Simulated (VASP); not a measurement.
Here is a VASP 6.6.1 calculation.

The input INCAR:

```
SYSTEM = HfO2
PREC     = Accurate       ! precision mode
ENCUT    = 520            ! plane-wave cutoff, eV
EDIFF    = 1E-6           ! SCF threshold, eV
ISMEAR   = 0              ! smearing method
SIGMA    = 0.05           ! smearing width, eV
LREAL    = .FALSE.        ! projectors in reciprocal space
LASPH    = .TRUE.         ! aspherical terms in the spheres
NELM     = 60             ! most SCF steps
ALGO     = Normal         ! electronic algorithm
ISIF     = 2              ! what is computed and relaxed
LWAVE    = .FALSE.        ! write WAVECAR
LCHARG   = .FALSE.        ! write CHGCAR
GGA      = PE             ! functional
NBANDS   = 18             ! bands
```

The input KPOINTS:

```
regular mesh
0
G
  8 8 8
  0 0 0
```

POSCAR

```
HfO2
1.0
    0.0223781250      2.5575000000      2.5575000000
    2.5575000000      0.0223781250      2.5575000000
    2.5798781250      2.5798781250      0.0000000000
Hf O
1 2
Direct
    0.0000000000      0.0000000000      0.0000000000
    0.2500000000      0.2500000000      0.2500000000
    0.7500000000      0.7500000000      0.7500000000
```

Potentials or basis: VASP PAW PBE potentials, release 64 (Hf_pv, O).

The run is started by

```bash
$ cat potpaw_PBE.64/Hf_pv/POTCAR potpaw_PBE.64/O/POTCAR > POTCAR
$ mpirun -np 1 vasp_std > vasp.out
```

Problem. Estimate the largest force.

Solution. 0.097 eV/Å.

Problem. Estimate the band gap on the k mesh.

Solution. 3.73 eV.

Problem. Predict the pressure.

Solution. -5.9 GPa.

Forces in eV/Å, atoms in the order of the input:
```
Hf   0.000  0.000  0.000
O    0.000  0.000 -0.097
O    0.000  0.000  0.097
```

Caveat: the cell differs from its parent crystal (strain +0.0175 x Voigt [0, 0, 0, 0, 0, 1]); the cell stands under tension; spin-orbit coupling is left out, which moves the levels of the heavy elements. A k mesh can miss the band edges.
